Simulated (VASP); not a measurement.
# VN2 (I4/mcm) in VASP: further runs, part 2 of 2

VASP 6.6.1. The steps go on from the part before.

## (3) Single point, PBE (strain -0.050 along x and y, -0.025 along z)

INCAR

```
SYSTEM = VN2
ALGO     = Normal         ! electronic algorithm
EDIFF    = 1E-6           ! SCF threshold, eV
ENCUT    = 520            ! plane-wave cutoff, eV
GGA      = PE             ! functional
ISIF     = 2              ! what is computed and relaxed
ISMEAR   = 0              ! smearing method
LASPH    = .TRUE.         ! aspherical terms in the spheres
LCHARG   = .TRUE.         ! write CHGCAR
LELF     = .TRUE.         ! ELF
LREAL    = .FALSE.        ! projectors in reciprocal space
LVHAR    = .TRUE.       
LWAVE    = .FALSE.        ! write WAVECAR
NBANDS   = 32             ! bands
NELM     = 80             ! most SCF steps
PREC     = Accurate       ! precision mode
SIGMA    = 0.15           ! smearing width, eV
```

KPOINTS

```
k-points
0
G
  16 16 16
  0 0 0
```

POSCAR

```
VN2
1.0
   -2.0456815399      2.0456815399      2.4221350486
    2.0456815399     -2.0456815399      2.4221350486
    2.0456815399      2.0456815399     -2.4221350486
V N
2 4
Direct
    0.2500000000      0.2500000000      0.0000000000
    0.7500000000      0.7500000000      0.0000000000
    0.1135731475      0.6135731475      0.7271462950
    0.6135731475      0.8864268525      0.5000000000
    0.8864268525      0.3864268525      0.2728537050
    0.3864268525      0.1135731475      0.5000000000
```

Potentials or basis: VASP PAW PBE potentials, release 64 (V_sv, N).

Command:

```sh
> cat potpaw_PBE.64/V_sv/POTCAR potpaw_PBE.64/N/POTCAR > POTCAR
> mpirun -np 1 vasp_std > vasp.out
```

OUTCAR:

```text
SYSTEM = VN2
   EDIFF = 1E-6
   ENCUT = 520
   GGA = PE
   ISIF = 2
   ISMEAR = 0
   LASPH = .TRUE.
   LREAL = .FALSE.
   NELM = 80
   PREC = Accurate

 ion  position               nearest neighbor table
   1  0.250  0.250  0.000-   5 2.05   3 2.05   5 2.05   6 2.05   6 2.05   3 2.05   4 2.05   4 2.05
                             2 2.42   2 2.42   2 2.89   2 2.89   2 2.89   2 2.89
   2  0.750  0.750  0.000-   5 2.05   3 2.05   4 2.05   5 2.05   4 2.05   3 2.05   6 2.05   6 2.05
                             1 2.42   1 2.42   1 2.89   1 2.89   1 2.89   1 2.89
   3  0.114  0.614  0.727-   5 1.31   1 2.05   1 2.05   2 2.05   2 2.05
   4  0.614  0.886  0.500-   6 1.31   2 2.05   2 2.05   1 2.05   1 2.05
[... 1052 lines left out ...]
  Total       16.6038762     16.6038762     10.7910215      0.0000000      0.0000000      0.0000000
  in kB      656.1236167    656.1236167    426.4211573      0.0000000      0.0000000      0.0000000
  external PRESSURE =     579.5561303 kB  Pullay stress =       0.0000000 kB

 VOLUME and BASIS-vectors are now :
 -----------------------------------------------------------------------------
  energy-cutoff  :      520.00
  volume of cell :       40.54
      direct lattice vectors                 reciprocal lattice vectors
    -2.045681540  2.045681540  2.422135049     0.000000000  0.244417320  0.206429448
     2.045681540 -2.045681540  2.422135049     0.244417320  0.000000000  0.206429448
     2.045681540  2.045681540 -2.422135049     0.244417320  0.244417320  0.000000000

 POSITION                                       TOTAL-FORCE (eV/Angst)
 -----------------------------------------------------------------------------------
      0.00000      0.00000      1.21107         0.000000     -0.000000      0.000000
      0.00000      0.00000      3.63320         0.000000     -0.000000      0.000000
      2.51035      0.46467      0.00000         1.005389      1.005389     -0.000000
      1.58101      0.46467      2.42214        -1.005389      1.005389      0.000000
     -0.46467      1.58101      2.42214        -1.005389     -1.005389      0.000000
      0.46467      1.58101      0.00000         1.005389     -1.005389     -0.000000
 -----------------------------------------------------------------------------------
    total drift:                               -0.000000     -0.000000      0.000000

  FREE ENERGIE OF THE ION-ELECTRON SYSTEM (eV)
  ---------------------------------------------------
  free  energy   TOTEN  =       -52.3936385438 eV

  energy  without entropy=      -52.3707832872  energy(sigma->0) =      -52.38221092
```

OSZICAR:

```text
N       E                     dE             d eps       ncg     rms          rms(c)
DAV:   1     0.587765107451E+03    0.58777E+03   -0.26365E+04 22384   0.167E+03
DAV:   2    -0.221861632790E+02   -0.60995E+03   -0.56549E+03 24904   0.528E+02
DAV:   3    -0.635018815925E+02   -0.41316E+02   -0.40250E+02 24224   0.147E+02
DAV:   4    -0.643639690032E+02   -0.86209E+00   -0.85835E+00 27584   0.201E+01
DAV:   5    -0.643789537124E+02   -0.14985E-01   -0.14982E-01 24648   0.243E+00    0.518E+01
DAV:   6    -0.573537789787E+02    0.70252E+01   -0.69114E+01 25624   0.784E+01    0.213E+01
DAV:   7    -0.532074786915E+02    0.41463E+01   -0.28679E+01 23096   0.603E+01    0.218E+01
DAV:   8    -0.523779334113E+02    0.82955E+00   -0.26545E+00 23416   0.172E+01    0.355E+00
DAV:   9    -0.523984294293E+02   -0.20496E-01   -0.16981E-01 25544   0.269E+00    0.937E-01
DAV:  10    -0.523939349208E+02    0.44945E-02   -0.13327E-02 23072   0.119E+00    0.279E-01
DAV:  11    -0.523936475393E+02    0.28738E-03   -0.17313E-03 24216   0.286E-01    0.102E-01
DAV:  12    -0.523936506470E+02   -0.31076E-05   -0.26477E-04 24416   0.125E-01    0.313E-02
DAV:  13    -0.523936420142E+02    0.86328E-05   -0.66382E-05 22912   0.864E-02    0.272E-02
DAV:  14    -0.523936390520E+02    0.29621E-05   -0.13030E-05 22808   0.437E-02    0.806E-03
DAV:  15    -0.523936385438E+02    0.50821E-06   -0.81647E-07 11600   0.116E-02
   1 F= -.52393639E+02 E0= -.52382211E+02  d E =-.228553E-01
```

It took 6.9 min on 1 thread of Intel Xeon Platinum 8259CL at 2.50GHz (Skylake/Cascade Lake), shared host; peak memory 0.43 GiB.

Results:

```
Free energy            : -52.3936 eV
Pressure               : 58.0 GPa
Largest force          : 1.422 eV/Å
Band gap on the k mesh : zero (band 23 reaches 13.97 eV, above the bottom of band 24 at 13.52 eV)
```

Forces in eV/Å, atoms in the order of the input:
```
V    0.000  0.000  0.000
V    0.000  0.000  0.000
N    1.005  1.005  0.000
N   -1.005  1.005  0.000
N   -1.005 -1.005  0.000
N    1.005 -1.005  0.000
```

Caveat: the cell differs from its parent crystal (strain -0.050 along x and y, -0.025 along z); the run has no spin polarisation, though such a crystal can be magnetic; forces of over 1 eV/Å act on the atoms, so gaps and moduli don't describe the material at rest.

## (4) Single point, PBE (strain -0.050 along x and y, +0.000 along z)

INCAR

```
PREC = Accurate
ENCUT = 520
EDIFF = 1E-6
ISMEAR = 0
SIGMA = 0.15
LREAL = F
LASPH = T
NELM = 80
ALGO = Normal
ISIF = 2
LWAVE = F
LCHARG = F
GGA = PE
NBANDS = 32
```

KPOINTS

```
regular mesh
0
Gamma
  16 16 16
```

Edit POSCAR of step 3 so:

```diff
@@ -2,5 +2,5 @@
 1.0
-   -2.0456815399      2.0456815399      2.4221350486
-    2.0456815399     -2.0456815399      2.4221350486
-    2.0456815399      2.0456815399     -2.4221350486
+   -2.0456815399      2.0456815399      2.4842410755
+    2.0456815399     -2.0456815399      2.4842410755
+    2.0456815399      2.0456815399     -2.4842410755
 V N
```

Command:

```sh
> cat potpaw_PBE.64/V_sv/POTCAR potpaw_PBE.64/N/POTCAR > POTCAR
> mpirun -np 1 vasp_std > vasp.out
```

Run time: 6.5 min. Hardware: 1 thread of Intel Xeon Platinum 8259CL at 2.50GHz (Skylake/Cascade Lake), shared host; peak memory 0.44 GiB.

The run converged. Its results:

* Free energy: -52.6089 eV
* Pressure: 45.9 GPa
* Largest force: 1.358 eV/Å
* Band gap on the k mesh: zero (band 23 reaches 13.50 eV, above the bottom of band 24 at 13.01 eV)

Forces in eV/Å, atoms in the order of the input:
```
V    0.000  0.000  0.000
V    0.000  0.000  0.000
N    0.961  0.961  0.000
N   -0.961  0.961  0.000
N   -0.961 -0.961  0.000
N    0.961 -0.961  0.000
```

Stress tensor (GPa, compression positive):
```
57.14  0.00  0.00
 0.00 57.14  0.00
 0.00  0.00 23.32
```

Levels at points of the mesh, in eV from the Fermi level:
```csv
k point,band 19,band 20,band 21,band 22,band 23,band 24,band 25,band 26,band 27,band 28
"(0.00, 0.00, 0.00)",-3.66,-3.35,-2.81,-2.81,-2.57,0.88,0.88,1.02,1.32,2.07
"(0.50, 0.00, 0.00)",-3.65,-3.65,-3.63,-3.63,0.22,0.22,0.92,0.92,1.04,1.04
"(0.50, 0.50, 0.00)",-5.61,-5.29,-3.13,-2.88,-1.24,0.33,0.72,1.40,2.03,2.39
"(0.50, 0.50, 0.50)",-5.63,-2.76,-2.76,-0.79,-0.21,0.05,0.11,0.38,2.09,2.28
```

Caveat: the cell differs from its parent crystal (strain -0.050 along x and y, +0.000 along z); the run has no spin polarisation, though such a crystal can be magnetic; forces of over 1 eV/Å act on the atoms, so gaps and moduli don't describe the material at rest.

## (5) Summary

```tsv
cell	gap on the mesh (eV)	pressure (GPa)	largest force (eV/Å)
a = 3.734 Å, angles 113.6, 113.6, 101.6°, 6 atoms	none	72.0	1.48
a = 3.773 Å, angles 114.3, 114.3, 100.1°, 6 atoms	none	58.0	1.42
a = 3.813 Å, angles 115.1, 115.1, 98.7°, 6 atoms	none	45.9	1.36
```

Alike in all rows: task single point; level PBE; potentials or basis VASP PAW PBE potentials, release 64 (V_sv, N); no spin polarisation; k mesh 16 × 16 × 16; cutoff (eV) 520; smearing gaussian 0.15 eV.

Caveats: the run has no spin polarisation, though such a crystal can be magnetic; forces of over 1 eV/Å act on the atoms, so gaps and moduli don't describe the material at rest.

Absolute energies hang on the potentials; compare differences alone.
